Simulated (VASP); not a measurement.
Set up this calculation in VASP 6.6.1, as the native input.

```yaml
Task: single point
Functional: PBE
Potentials_or_basis: VASP PAW PBE potentials, release 64 (Hf_pv)
Cutoff: 520 eV
k_mesh: 11 × 6 × 14
Occupations: gaussian, width 0.1 eV
Spin: no spin polarisation
Dipole_correction: no
Further_INCAR_settings: ALGO = Fast; EDIFF = 1e-07; NBANDS = 17; ISYM = 0
```

The structure of Hf lies in POSCAR:

```
Hf
1.0
    3.2047644767      0.0000000000      0.0000000000
   -1.6023822384      5.7778219891      0.0000000000
    1.6023822384      1.3331816951      2.4342376797
Hf
2
Direct
    0.5833333333      0.2500000000      0.0833333333
    0.4166666667      0.7500000000      0.9166666667
```

These files were run (other wordings do the same):

INCAR

```
SYSTEM = Hf
  PREC = Accurate
  ENCUT = 520
  EDIFF = 1E-7
  ISMEAR = 0
  SIGMA = 0.1
  LREAL = .FALSE.
  LASPH = .TRUE.
  NELM = 60
  ALGO = Fast
  ISIF = 2
  LWAVE = .FALSE.
  LCHARG = .FALSE.
  GGA = PE
  ISYM = 0
  NBANDS = 17
```

KPOINTS

```
regular mesh
0
G
  11 6 14
  0 0 0
```

Potentials or basis: VASP PAW PBE potentials, release 64 (Hf_pv).

Command:

```console
$ cat potpaw_PBE.64/Hf_pv/POTCAR > POTCAR
$ mpirun -np 1 vasp_std > vasp.out
```

It gave:

```
Pressure               : -0.4 GPa
Band gap on the k mesh : zero (band 10 reaches 6.04 eV, above the bottom of band 11 at 4.41 eV)
```

Caveat: spin-orbit coupling is left out, which moves the levels of the heavy elements.

Run time: 6.9 min on 1 thread of AMD EPYC 7R13 Processor (Zen 3), on a shared host, peak memory 0.37 GiB.
